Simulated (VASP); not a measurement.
# GaN: G0W0 quasiparticle levels with r2SCAN

Crystal: GaN.

```
Ga N
1.0
     0.00000    2.26750    2.26750
     2.26750    0.00000    2.26750
     2.26750    2.26750    0.00000
Ga N
1 1
Direct
  0.00000 0.00000 0.00000
  0.25000 0.25000 0.25000
```

```yaml
Program: VASP 6.6.1
Task: G0W0 quasiparticle levels
Functional: r2SCAN
Potentials_or_basis: VASP PAW PBE potentials, release 64 (Ga_d_GW, N_GW)
Cutoff: 500 eV
k_mesh: 4 × 4 × 4
Occupations: gaussian, width 0.01 eV
Spin: no spin polarisation
Dipole_correction: no
GW_scheme: G0W0
GW_iterations: 1
Cutoff_of_the_response_function: 113.3
Frequency_points: 48
Empty_bands: 108
Further_INCAR_settings: ALGO = EVGW0; EDIFF = 1e-08; NBANDS = 117
```

```json
{
 "Band gap on the k mesh, mean-field level": "1.98 eV, direct",
 "Quasiparticle gap": "2.81 eV",
 "Least direct quasiparticle gap": "2.81 eV"
}
```

Levels at points of the mesh, in eV from the valence-band top:
| k point | band 6 | band 7 | band 8 | band 9 | band 10 | band 11 | band 12 | band 13 |
| --- | --- | --- | --- | --- | --- | --- | --- | --- |
| (0.00, 0.00, 0.00) | -13.57 | 0.00 | 0.00 | 0.00 | 1.98 | 10.85 | 10.85 | 10.85 |
| (0.50, 0.00, 0.00) | -12.42 | -7.05 | -0.98 | -0.98 | 5.00 | 9.33 | 10.86 | 10.86 |
| (0.50, 0.50, 0.00) | -12.03 | -6.16 | -2.73 | -2.73 | 3.72 | 7.09 | 12.42 | 14.71 |

Run time: 3.6 min on 1 thread of Intel Xeon 8259CL, on a shared host, peak memory 0.23 GiB.

Caveat: the k points lie up to 0.60 Å⁻¹ apart; bands, screening cutoff and mesh are small and nothing is extrapolated, so the quasiparticle values aren't converged.
